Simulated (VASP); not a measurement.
# PbSe in VASP: a series of runs, part 2 of 3

VASP 6.6.1. Earlier steps stand in the parts before.

**3. Single point, r2SCAN (uniaxial x strain -1.0%)**

POSCAR

```
PbSe
1.0
    0.0000000000      3.0887022191      3.0887022191
    3.0578151969      0.0000000000      3.0887022191
    3.0578151969      3.0887022191      0.0000000000
Pb Se
1 1
Direct
    0.0000000000      0.0000000000      0.0000000000
    0.5000000000      0.5000000000      0.5000000000
```

INCAR.step1

```
PREC = Accurate
ENCUT = 550
ISMEAR = 0
SIGMA = 0.01
LREAL = F
LASPH = T
NELM = 120
NBANDS = 17
GGA = PE
ALGO = Normal
EDIFF = 1E-5
LWAVE = T
LCHARG = F
GGA_COMPAT = F
```

INCAR.step2

```
PREC = Accurate
ENCUT = 550
EDIFF = 1E-6
ISMEAR = 0
SIGMA = 0.01
LREAL = F
LASPH = T
NELM = 120
ALGO = Normal
ISIF = 2
LWAVE = F
LCHARG = T
METAGGA = R2SCAN
LMIXTAU = T
LELF = T
LVHAR = T
NBANDS = 17
ISTART = 1
GGA_COMPAT = F
```

KPOINTS

```
Automatic mesh
0
Gamma
  8 8 8
```

Potentials or basis: VASP PAW PBE potentials, release 64 (Pb_d, Se).

Started as:

```console
$ cat potpaw_PBE.64/Pb_d/POTCAR potpaw_PBE.64/Se/POTCAR > POTCAR
$ cp INCAR.step1 INCAR
$ mpirun -np 1 vasp_std > vasp.out
$ cp INCAR.step2 INCAR
$ mpirun -np 1 vasp_std > vasp.out
```

OUTCAR:

```text
PREC = Accurate
   ENCUT = 550
   EDIFF = 1E-6
   ISMEAR = 0
   LREAL = F
   LASPH = T
   NELM = 120
   ISIF = 2
   METAGGA = R2SCAN
   ISTART = 1

 ion  position               nearest neighbor table
   1  0.000  0.000  0.000-   2 3.06   2 3.06   2 3.09   2 3.09   2 3.09   2 3.09
   2  0.500  0.500  0.500-   1 3.06   1 3.06   1 3.09   1 3.09   1 3.09   1 3.09

  LATTYP: Found a body centered tetragonal cell.
 ALAT       =     4.3680845684
 C/A-ratio  =     1.4000714267

  Lattice vectors:

 A1 = (  -3.0578151969,   0.0000000000,  -3.0887022191)
 A2 = (  -3.0578151969,   0.0000000000,   3.0887022191)
 A3 = (   3.0578151969,   3.0887022191,   0.0000000000)

Analysis of symmetry for initial positions (statically):
=====================================================================
 Subroutine PRICEL returns:
 Original cell was already a primitive cell.

 Routine SETGRP: Setting up the symmetry group for a
 body centered tetragonal supercell.

 Subroutine GETGRP returns: Found 16 space group operations
 (whereof 16 operations were pure point group operations)
 out of a pool of 16 trial point group operations.

The static configuration has the point symmetry D_4h.

Analysis of symmetry for dynamics (positions and initial velocities):
=====================================================================
 Subroutine PRICEL returns:
 Original cell was already a primitive cell.

 Routine SETGRP: Setting up the symmetry group for a
 body centered tetragonal supercell.

 Subroutine GETGRP returns: Found 16 space group operations
 (whereof 16 operations were pure point group operations)
 out of a pool of 16 trial point group operations.

The dynamic configuration has the point symmetry D_4h.

 Subroutine INISYM returns: Found 16 space group operations
 (whereof 16 operations are pure point group operations),
 and found     1 'primitive' translations

----------------------------------------------------------------------------------------

                                     Primitive cell

  volume of cell :      58.3436

  direct lattice vectors                    reciprocal lattice vectors
     0.000000000  3.088702219  3.088702219    -0.163515441  0.161880286  0.161880286
     3.057815197  0.000000000  3.088702219     0.163515441 -0.161880286  0.161880286
     3.057815197  3.088702219  0.000000000     0.163515441  0.161880286 -0.161880286

  length of vectors
     4.368084568  4.346299021  4.346299021     0.281332106  0.281332106  0.281332106

  position of ions in fractional coordinates (direct lattice)
     0.000000000  0.000000000  0.000000000
     0.500000000  0.500000000  0.500000000

  ion indices of the primitive-cell ions
   primitive index   ion index
                 1           1
                 2           2

----------------------------------------------------------------------------------------

 KPOINTS: Automatic mesh

Automatic generation of k-mesh.
 Grid dimensions read from file:
 generate k-points for:    8    8    8

 Generating k-lattice:

  Cartesian coordinates                     Fractional coordinates (reciprocal lattice)
    -0.020439430  0.020235036  0.020235036     0.125000000  0.000000000  0.000000000
     0.020439430 -0.020235036  0.020235036     0.000000000  0.125000000 -0.000000000
     0.020439430  0.020235036 -0.020235036     0.000000000 -0.000000000  0.125000000

  Length of vectors
     0.035166513  0.035166513  0.035166513

  Shift w.r.t. Gamma in fractional coordinates (k-lattice)
     0.000000000  0.000000000  0.000000000

 Subroutine IBZKPT returns following result:
 ===========================================

 Found     59 irreducible k-points:

 Following reciprocal coordinates:
            Coordinates               Weight
  0.000000  0.000000  0.000000      1.000000
  0.125000  0.000000  0.000000      8.000000
  0.250000  0.000000  0.000000      8.000000
  0.375000  0.000000  0.000000      8.000000
  0.500000  0.000000  0.000000      4.000000
  0.125000  0.125000  0.000000      4.000000
[... 16 lines left out ...]
  0.250000  0.125000  0.125000      4.000000
  0.375000  0.125000  0.125000      8.000000
 [... further k-points ...]
   k-points           NKPTS =     59   k-points in BZ     NKDIM =     59   number of bands    NBANDS=     17
   number of dos      NEDOS =    301   number of ions     NIONS =      2
   total plane-waves  NPLWV =  46656
   dimension x,y,z NGX =    36 NGY =   36 NGZ =   36
   dimension x,y,z NGXF=    72 NGYF=   72 NGZF=   72
   ions per type =               1   1
   NGX,Y,Z   is equivalent  to a cutoff of  13.70, 13.77, 13.77 a.u.
   NGXF,Y,Z  is equivalent  to a cutoff of  27.40, 27.54, 27.54 a.u.
 SYSTEM =  unknown system
   PREC   = accura    normal or accurate (medium, high low for compatibility)
   ISTART =      1    job   : 0-new  1-cont  2-samecut
   ICHARG =      0    charge: 1-file 2-atom 10-const
   ISPIN  =      1    spin polarized calculation?
   LNONCOLLINEAR =      F non collinear calculations
   LSORBIT =      F    spin-orbit coupling
   LASPH  =      T    aspherical Exc in radial PAW
   ENCUT  =  550.0 eV  40.42 Ry    6.36 a.u.   8.35  8.31  8.31*2*pi/ulx,y,z
   NELM   =    120;   NELMIN=  2; NELMDL=  0     # of ELM steps
   EDIFF  = 0.1E-05   stopping-criterion for ELM
   LREAL  =      F    real-space projection
   EDIFFG = 0.1E-04   stopping-criterion for IOM
   NSW    =      0    number of steps for IOM
   IBRION =     -1    ionic relax: 0-MD 1-quasi-New 2-CG
   NFREE  =      0    steps in history (QN), initial steepest desc. (CG)
   ISIF   =      2    stress and relaxation
   ISYM   =      2    0-nonsym 1-usesym 2-fastsym
   POTIM  = 0.5000    time-step for ionic-motion
   TEBEG  =    0.0;   TEEND  =   0.0 temperature during run
   PSTRESS=    0.0 pullay stress
   NELECT =      20.0000    total number of electrons
   NUPDOWN=      -1.0000    fix difference up-down
   EMIN   =  10.00;   EMAX   =-10.00  energy-range for DOS
   EFERMI =   0.00;   METHOD = LEGACY
   ISMEAR =     0;   SIGMA  =   0.01  broadening in eV -4-tet -1-fermi 0-gaus
   EFERMI_NEDOS =   21; number of points for ismear=-14 and -15
   IALGO  =     38    algorithm
   IMIX   =      4    mixing-type and parameters
     AMIX     =   0.40;   BMIX     =  1.00
     AMIX_MAG =   1.60;   BMIX_MAG =  1.00
  volume/ion in A,a.u.               =      29.17       196.86
  Fermi-wavevector in a.u.,A,eV,Ry     =   1.145743  2.165140 17.860723  1.312726
  Thomas-Fermi vector in A             =   2.282430
   LORBIT       =      0    0 simple, 1 ext, 2 COOP (PROOUT), +10 PAW based schemes
   METAGGA = R2SCAN    functional components
   LHFCALC =     F    Hartree Fock is set to
   AEXX    =    0.0000 exact exchange contribution
   IVDW    =     0    specifies the selected vdW correction
   LEPSILON=     F    determine dielectric tensor
   LRPA    =     F    only Hartree local field effects (RPA)
 non-spin polarized calculation
 Gauss-broadening in eV      SIGMA  =   0.01
  energy-cutoff  :      550.00
  volume of cell :       58.34
 maximum number of plane-waves:      1735
 NGX is ok and might be reduce to    36
   NGX = 17   NGY = 17   NGZ = 17

 number of electron      20.0000002 magnetization

 Free energy of the ion-electron system (eV)
  ---------------------------------------------------
  ext. energy  EPLUGINS =         0.00000000
  ---------------------------------------------------
  free energy    TOTEN  =       -71.93682409 eV

  energy without entropy =      -71.93682409  energy(sigma->0) =      -71.93682409

 E-fermi :   4.8244     XC(G=0):  -9.9821

 val. band max:        4.6910937971   @ k =   0.5000   0.0000   0.0000
 cond. band min:       5.3258748348   @ k =   0.5000   0.0000   0.0000
 fundamental gap:      0.6347810377
 Fermi energy:         4.8244407366

 k-point     1 :       0.0000    0.0000    0.0000
  band No.  band energies     occupation
      1     -12.7396      2.00000
      2     -12.7363      2.00000
      3     -12.7362      2.00000
      4     -12.7362      2.00000
      5     -12.7303      2.00000
      6      -9.2969      2.00000
[... 9 lines left out ...]
     16      11.7365      0.00000
     17      13.3811      0.00000

 k-point     2 :       0.1250    0.0000    0.0000
  band No.  band energies     occupation
      1     -12.7398      2.00000
      2     -12.7385      2.00000
      3     -12.7357      2.00000
      4     -12.7316      2.00000
      5     -12.7307      2.00000
      6      -9.1780      2.00000
[... 9 lines left out ...]
     16      12.0589      0.00000
     17      14.4735      0.00000
[... 421 lines left out ...]
 k-point    24 :       0.3750    0.1250    0.1250
  band No.  band energies     occupation
      1     -12.7523      2.00000
      2     -12.7518      2.00000
      3     -12.7326      2.00000
      4     -12.7199      2.00000
      5     -12.7172      2.00000
      6      -8.6273      2.00000
[... 9 lines left out ...]
     16      14.6957      0.00000
     17      15.8381      0.00000

 [... further k-points ...]
[... 5 lines left out ...]
  --------------------------------------------------------------------------------------
  -------------------------------------------------------------------------------------
  Total        0.5109839      0.0606576      0.0606576      0.0000000      0.0000000      0.0000000
  in kB       14.0321597      1.6657221      1.6657221      0.0000000      0.0000000      0.0000000
  external PRESSURE =       5.7878680 kB  Pullay stress =       0.0000000 kB

 VOLUME and BASIS-vectors are now :
 -----------------------------------------------------------------------------
  energy-cutoff  :      550.00
  volume of cell :       58.34
      direct lattice vectors                 reciprocal lattice vectors
     0.000000000  3.088702219  3.088702219    -0.163515441  0.161880286  0.161880286
     3.057815197  0.000000000  3.088702219     0.163515441 -0.161880286  0.161880286
     3.057815197  3.088702219  0.000000000     0.163515441  0.161880286 -0.161880286

 POSITION                                       TOTAL-FORCE (eV/Angst)
 -----------------------------------------------------------------------------------
      0.00000      0.00000      0.00000         0.000000      0.000000      0.000000
      3.05782      3.08870      3.08870        -0.000000      0.000000      0.000000
 -----------------------------------------------------------------------------------
    total drift:                               -0.000000      0.000000      0.000000

  FREE ENERGIE OF THE ION-ELECTRON SYSTEM (eV)
  ---------------------------------------------------
  free  energy   TOTEN  =       -71.9368240913 eV

  energy  without entropy=      -71.9368240913  energy(sigma->0) =      -71.93682409
```

OUTCAR.step1:

```text
PREC = Accurate
   ENCUT = 550
   ISMEAR = 0
   LREAL = F
   LASPH = T
[... 702 lines left out ...]
 -----------------------------------------------------------------------------------
      0.00000      0.00000      0.00000        -0.000000      0.000000      0.000000
      3.05782      3.08870      3.08870         0.000000      0.000000     -0.000000
 -----------------------------------------------------------------------------------
    total drift:                               -0.000000      0.000000      0.000000

  FREE ENERGIE OF THE ION-ELECTRON SYSTEM (eV)
  ---------------------------------------------------
  free  energy   TOTEN  =        -8.1890857810 eV

  energy  without entropy=       -8.1890857810  energy(sigma->0) =       -8.18908578
```

OSZICAR.step1:

```text
N       E                     dE             d eps       ncg     rms          rms(c)
DAV:   1     0.160614874319E+03    0.16061E+03   -0.97874E+03  2006   0.124E+03
DAV:   2     0.333617158799E+01   -0.15728E+03   -0.15225E+03  2150   0.314E+02
DAV:   3    -0.820500361772E+01   -0.11541E+02   -0.11347E+02  2557   0.899E+01
DAV:   4    -0.848047481891E+01   -0.27547E+00   -0.27519E+00  2521   0.154E+01
DAV:   5    -0.848942783106E+01   -0.89530E-02   -0.89527E-02  2853   0.272E+00    0.275E+00
DAV:   6    -0.819047779030E+01    0.29895E+00   -0.74516E-01  3094   0.582E+00    0.153E+00
DAV:   7    -0.818594629816E+01    0.45315E-02   -0.12275E-01  2461   0.167E+00    0.848E-01
DAV:   8    -0.818948098249E+01   -0.35347E-02   -0.13551E-02  2464   0.126E+00    0.169E-01
DAV:   9    -0.818900606300E+01    0.47492E-03   -0.28769E-03  3081   0.514E-01    0.536E-02
DAV:  10    -0.818907886511E+01   -0.72802E-04   -0.23045E-04  2344   0.874E-02    0.195E-02
DAV:  11    -0.818908578096E+01   -0.69158E-05   -0.62462E-05  2607   0.799E-02
   1 F= -.81890858E+01 E0= -.81890858E+01  d E =-.464140E-54
```

Wall time 96 s (1 thread of Intel Xeon 6975P-C (Granite Rapids), shared host); peak memory 0.24 GiB.

What came out:

| Quantity | Value |
| --- | --- |
| Free energy | -71.9368 eV |
| Pressure | 0.6 GPa |
| Band gap on the k mesh | 0.63 eV, direct |

Levels at points of the mesh, in eV from the valence-band top:
```
           k point  band 7  band 8  band 9  band 10  band 11  band 12  band 13  band 14
(0.00, 0.00, 0.00)   -6.37   -2.00   -1.91    -1.91     4.93     4.93     5.17     6.99
(0.50, 0.00, 0.00)   -8.96   -1.54   -1.52     0.00     0.63     1.94     1.99     9.07
(0.50, 0.50, 0.00)   -7.49   -4.99   -3.32    -3.21     4.12     5.83     6.08     6.36
(0.00, 0.50, 0.50)   -7.54   -5.01   -3.28    -3.28     4.08     5.90     5.90     6.50
```

Caveat: the cell differs from its parent crystal (uniaxial x strain -1.0%); the PAW data sets were made with another functional, which shifts forces and pressure a little; spin-orbit coupling is left out, which moves the levels of the heavy elements.

**4. Single point, r2SCAN (uniaxial z strain +0.5%)**

POSCAR

```
PbSe
1.0
    0.0000000000      3.0887022191      3.1041457302
    3.0887022191      0.0000000000      3.1041457302
    3.0887022191      3.0887022191      0.0000000000
Pb Se
1 1
Direct
    0.0000000000      0.0000000000      0.0000000000
    0.5000000000      0.5000000000      0.5000000000
```

INCAR.step1

```
SYSTEM = PbSe
ALGO = Normal
EDIFF = 1E-5
ENCUT = 550
GGA = PE
GGA_COMPAT = .FALSE.
ISMEAR = 0
LASPH = .TRUE.
LCHARG = .FALSE.
LREAL = .FALSE.
LWAVE = .TRUE.
NBANDS = 17
NELM = 120
PREC = Accurate
SIGMA = 0.01
```

INCAR.step2

```
SYSTEM = PbSe
ALGO = Normal
EDIFF = 1E-6
ENCUT = 550
GGA_COMPAT = .FALSE.
ISIF = 2
ISMEAR = 0
ISTART = 1
LASPH = .TRUE.
LCHARG = .FALSE.
LMIXTAU = .TRUE.
LREAL = .FALSE.
LWAVE = .FALSE.
METAGGA = R2SCAN
NBANDS = 17
NELM = 120
PREC = Accurate
SIGMA = 0.01
```

KPOINTS

```
k-points
0
G
  8 8 8
  0 0 0
```

Started as:

```console
$ cat potpaw_PBE.64/Pb_d/POTCAR potpaw_PBE.64/Se/POTCAR > POTCAR
$ cp INCAR.step1 INCAR
$ mpirun -np 1 vasp_std > vasp.out
$ cp INCAR.step2 INCAR
$ mpirun -np 1 vasp_std > vasp.out
```

It took 90 s on 1 thread of Intel Xeon 6975P-C (Granite Rapids), shared host; peak memory 0.25 GiB.

Results (log left out):

```yaml
Free_energy: -71.9390 eV
Pressure: -0.2 GPa
Band_gap_on_the_k_mesh: 0.69 eV, direct
```

Stress tensor (GPa, compression positive):
```
-0.04  0.00  0.00
 0.00 -0.04  0.00
 0.00  0.00 -0.59
```

Levels at points of the mesh, in eV from the valence-band top:
| k point | band 7 | band 8 | band 9 | band 10 | band 11 | band 12 | band 13 | band 14 |
| --- | --- | --- | --- | --- | --- | --- | --- | --- |
| (0.00, 0.00, 0.00) | -6.38 | -1.86 | -1.86 | -1.82 | 4.91 | 5.03 | 5.03 | 7.03 |
| (0.50, 0.00, 0.00) | -8.85 | -1.46 | -1.45 | 0.00 | 0.69 | 2.00 | 2.03 | 9.06 |
| (0.50, 0.50, 0.00) | -7.45 | -4.84 | -3.15 | -3.15 | 4.20 | 5.91 | 5.91 | 6.31 |
| (0.50, 0.00, 0.50) | -7.48 | -4.85 | -3.19 | -3.13 | 4.18 | 5.82 | 5.94 | 6.38 |

Caveat: the cell differs from its parent crystal (uniaxial z strain +0.5%); the PAW data sets were made with another functional, which shifts forces and pressure a little; spin-orbit coupling is left out, which moves the levels of the heavy elements. A k mesh can miss the band edges.

(Continued in part 3 of 3.)
